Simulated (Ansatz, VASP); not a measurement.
Two plane-wave programs on Sb2AsSe2

Contents of INCAR:

```
PREC = Accurate ; ENCUT = 520
EDIFF = 1E-6 ; ISMEAR = -5
SIGMA = 0.1 ; LREAL = False
LASPH = True ; NELM = 80
ALGO = Normal ; ISIF = 2
LWAVE = False ; LCHARG = False
GGA = PE ; NBANDS = 38
```

The input KPOINTS:

```
Automatic mesh
0
Gamma
  5 5 5
```

File POSCAR:

```
Sb2AsSe2
1.0
    0.0000000000      4.0706170000      0.0000000000
    5.5265380000     -2.0353080000      0.0000000000
   -0.0484900000      2.0353080000    -11.6151280000
Sb As Se
4 2 4
Direct
    0.9548000000      0.7341000000      0.8245000000
    0.0452000000      0.2659000000      0.1755000000
    0.8119000000      0.2259000000      0.6021000000
    0.1881000000      0.7741000000      0.3979000000
    0.3942000000      0.7728000000      0.9844000000
    0.6058000000      0.2272000000      0.0156000000
    0.2114000000      0.1852000000      0.7624000000
    0.7886000000      0.8148000000      0.2376000000
    0.5937000000      0.7790000000      0.5916000000
    0.4063000000      0.2210000000      0.4084000000
```

Input for Ansatz:

```yaml
crystal:
  lattice:
    - [0.0, 4.070617, 0.0]
    - [5.526538, -2.035308, 0.0]
    - [-0.04849, 2.035308, -11.615128]
  atoms:
    - { symbol: Sb, position: [0.9548, 0.7341, 0.8245] }
    - { symbol: Sb, position: [0.0452, 0.2659, 0.1755] }
    - { symbol: Sb, position: [0.8119, 0.2259, 0.6021] }
    - { symbol: Sb, position: [0.1881, 0.7741, 0.3979] }
    - { symbol: As, position: [0.3942, 0.7728, 0.9844] }
    - { symbol: As, position: [0.6058, 0.2272, 0.0156] }
    - { symbol: Se, position: [0.2114, 0.1852, 0.7624] }
    - { symbol: Se, position: [0.7886, 0.8148, 0.2376] }
    - { symbol: Se, position: [0.5937, 0.779, 0.5916] }
    - { symbol: Se, position: [0.4063, 0.221, 0.4084] }
  symmetry: { tolerance: 0.0003 }
kpoints:
  mp_grid: { grid: [5, 5, 5], shift: [0, 0, 0] }
magnetization:
  spin_polarized: false
scf:
  occupations: { method: tetrahedron }
  lower_state_search: standard
hamiltonian:
  pseudopotentials: { kind: paw }
  xc: pbe
basis:
  ecutwfc: 420
  xc_grid: 1
output:
  forces: true
  stress: true
  eigenvalues: true
```

Alike in both runs: task single point; functional PBE; k mesh 5 × 5 × 5; occupations tetrahedron; no spin polarisation.

|  | VASP | Ansatz |
| --- | --- | --- |
| version | VASP 6.6.1 | Ansatz 0.2.0 |
| potentials or method | VASP PAW PBE potentials, release 64 (Sb, As, Se), cutoff 520 eV | PAW plane waves |
| valence electrons in the cell | 54 | 154 |

```tsv
	VASP	Ansatz	Ansatz less VASP
gap on the k mesh at the Fermi level (eV)	0.39	0.40	+0.011
pressure (GPa)	3.3	3.2	-0.11
traceless stress, the component that is largest in VASP (GPa)	2.58	2.44	-0.140
rms of the force components (eV/Å)	0.573	0.553	-0.0205
```

Atom by atom the forces differ by 0.029 eV/Å (rms over components). VASP's potentials hold 54 valence electrons a cell and Ansatz's 154, so a difference there can come from the potentials and not from the codes. Ansatz's warnings: band table not solved further, tetrahedron derivatives may miss energy slope.

Spin-orbit coupling is off throughout.
